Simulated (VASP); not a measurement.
Lu: single point with LDA

Crystal: Lu.

```
CELL_PARAMETERS angstrom
0.00000 3.31295 3.31295
3.31295 0.00000 3.31295
3.31295 3.31295 0.00000
ATOMIC_POSITIONS crystal
Lu 0.87500 0.87500 0.87500
Lu 0.12500 0.12500 0.12500
```

This isn't the form of Lu at room conditions, which is hcp.

| Item | Value |
| --- | --- |
| Program | VASP 6.6.1 |
| Task | single point |
| Functional | LDA |
| Potentials or basis | VASP PAW PBE potentials, release 64 (Lu) |
| Cutoff | 520 eV |
| k mesh | 12 × 12 × 12 |
| Occupations | fermi-dirac, width 0.05 eV |
| Spin | no spin polarisation |

```
Pressure               : 0.8 GPa
Band gap on the k mesh : zero (bands 25 and 26 overlap by 1.41 eV)
```

Levels at points of the mesh, in eV from the Fermi level:
```csv
k point,band 21,band 22,band 23,band 24,band 25,band 26,band 27,band 28,band 29,band 30
"(0.00, 0.00, 0.00)",-5.44,-5.44,-4.83,0.11,0.11,0.71,0.71,0.71,2.46,2.46
"(0.50, 0.00, 0.00)",-5.45,-5.44,-2.68,-0.78,0.08,0.08,0.54,0.82,0.82,3.59
"(0.50, 0.50, 0.00)",-5.46,-5.46,-1.08,-1.08,-0.75,-0.75,0.98,0.98,2.69,2.69
```

It took 4.4 min on 1 thread of Intel Xeon 8259CL, with other jobs on the host, peak memory 0.27 GiB.

Caveat: the PAW data sets were made with another functional, which shifts forces and pressure a little; spin-orbit coupling is left out, which moves the levels of the heavy elements.
